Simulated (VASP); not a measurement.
Here is a VASP 6.6.1 calculation.

INCAR

```
PREC = Accurate
ENCUT = 520
EDIFF = 1E-6
ISMEAR = 0
SIGMA = 0.05
LREAL = Auto
LASPH = T
NELM = 100
ALGO = Normal
ISIF = 2
LWAVE = F
LCHARG = T
GGA = PE
LELF = T
LVHAR = T
NBANDS = 46
```

The input KPOINTS:

```
Automatic mesh
0
Gamma
  9 5 3
```

File POSCAR:

```
SiC
1.0
    1.5458832036     -2.6775482513      0.0000000000
    0.0000000000      0.0000000000     -5.0740211774
   11.0073500296      6.3550965025      0.0000000000
Si C
8 8
Direct
    0.5000000000      0.9954364687      0.7022049810
    0.0000000000      0.9954364687      0.0702204981
    0.5000000000      0.9954364687      0.2808819924
    0.0000000000      0.9954364687      0.4915434867
    0.0000000000      0.4954364687      0.7724254791
    0.5000000000      0.4954364687      0.1404409962
    0.0000000000      0.4954364687      0.3511024905
    0.5000000000      0.4954364687      0.5617639848
    0.5000000000      0.6195635313      0.7022049810
    0.0000000000      0.6195635313      0.0702204981
    0.5000000000      0.6195635313      0.2808819924
    0.0000000000      0.6195635313      0.4915434867
    0.0000000000      0.1195635313      0.7724254791
    0.5000000000      0.1195635313      0.1404409962
    0.0000000000      0.1195635313      0.3511024905
    0.5000000000      0.1195635313      0.5617639848
```

Potentials or basis: VASP PAW PBE potentials, release 64 (Si, C).

The run is started by

```bash
$ cat potpaw_PBE.64/Si/POTCAR potpaw_PBE.64/C/POTCAR > POTCAR
$ mpirun -np 1 vasp_std > vasp.out
```

Q: Estimate the band gap on the k mesh.

A: 0.42 eV (least direct gap 0.64 eV).

Q: What does it give for the pressure?

A: -3.7 GPa.

Forces in eV/Å, atoms in the order of the input:
```
Si   1.939  1.119 -0.918
Si   1.245  0.719  2.364
Si   0.092  0.053  0.630
Si   0.138  0.079 -0.048
Si  -1.245 -0.719  2.364
Si  -1.939 -1.119 -0.918
Si  -0.138 -0.079 -0.048
Si  -0.092 -0.053  0.630
C    0.956  0.552 -0.630
C    0.892  0.515 -1.289
C    0.454  0.262 -0.002
C    0.243  0.140 -0.107
C   -0.892 -0.515 -1.289
C   -0.956 -0.552 -0.630
C   -0.243 -0.140 -0.107
C   -0.454 -0.262 -0.002
```

Caveat: the cell differs from its parent crystal (the distance across one plane changed); the stress differs along the axes, from -7 to -1 GPa; semilocal functionals underestimate gaps, and a narrow one can read as zero; forces of over 1 eV/Å act on the atoms, so gaps and moduli don't describe the material at rest. A k mesh can miss the band edges.
